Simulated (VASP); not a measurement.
A run of VASP 6.6.1 is set up as follows.

The input INCAR:

```
SYSTEM = HfSiO4
ALGO = Normal
EDIFF = 1E-6
ENCUT = 520
GGA = PE
ISIF = 2
ISMEAR = 0
LASPH = .True.
LCHARG = .True.
LELF = .True.
LREAL = .False.
LVHAR = .True.
LWAVE = .False.
NBANDS = 50
NELM = 80
PREC = Accurate
SIGMA = 0.02
```

KPOINTS

```
k-points
0
Gamma
  6 6 6
  0 0 0
```

POSCAR

```
HfSiO4
1.0
   -3.3224525161      3.3224525161      3.0074740540
    3.3224525161     -3.3224525161      3.0074740540
    3.3224525161      3.3224525161     -3.0074740540
Hf Si O
2 2 8
Direct
    0.0000000000      0.0000000000      0.0000000000
    0.7500000000      0.2500000000      0.5000000000
    0.2500000000      0.7500000000      0.5000000000
    0.5000000000      0.5000000000      0.0000000000
    0.1347298444      0.3189389224      0.8157909220
    0.0689389224      0.7531480004      0.6842090780
    0.0689389224      0.3847298444      0.3157909220
    0.5031480004      0.3189389224      0.1842090780
    0.6810610776      0.4968519996      0.8157909220
    0.6152701556      0.9310610776      0.6842090780
    0.2468519996      0.9310610776      0.3157909220
    0.6810610776      0.8652701556      0.1842090780
```

Potentials or basis: VASP PAW PBE potentials, release 64 (Hf_pv, Si, O).

The run is started by

```bash
$ cat potpaw_PBE.64/Hf_pv/POTCAR potpaw_PBE.64/Si/POTCAR potpaw_PBE.64/O/POTCAR > POTCAR
$ mpirun -np 1 vasp_std > vasp.out
```

(1) Predict the largest force.

(2) Estimate the band gap on the k mesh.

Results:

(1) 0.183 eV/Å.

(2) 5.27 eV, indirect (least direct gap 5.60 eV).

Caveat: spin-orbit coupling is left out, which moves the levels of the heavy elements.
